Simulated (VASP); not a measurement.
A run of VASP 6.6.1 is set up as follows.

File INCAR:

```
PREC = Accurate
ENCUT = 520
EDIFF = 1E-6
ISMEAR = 0
SIGMA = 0.1
LREAL = False
LASPH = True
NELM = 100
ALGO = Normal
ISIF = 2
LWAVE = False
LCHARG = False
GGA = PS
NBANDS = 12
```

KPOINTS

```
Automatic mesh
0
Gamma
  16 16 16
```

Contents of POSCAR:

```
Cu
1.0
   -1.4427933200      1.4427933200      1.3760814500
    1.4427933200     -1.4427933200      1.3760814500
    1.4427933200      1.4427933200     -1.3760814500
Cu
1
Direct
    0.0000000000      0.0000000000      0.0000000000
```

Potentials or basis: VASP PAW PBE potentials, release 64 (Cu).

Run with:

```console
$ cat potpaw_PBE.64/Cu/POTCAR > POTCAR
$ mpirun -np 1 vasp_std > vasp.out
```

Task: Predict the pressure.

Result: -0.7 GPa.

Task: What does it give for the band gap on the k mesh?

Result: Zero (an odd number of electrons rules out a gap without spin polarisation).

Caveat: the PAW data sets were made with another functional, which shifts forces and pressure a little.
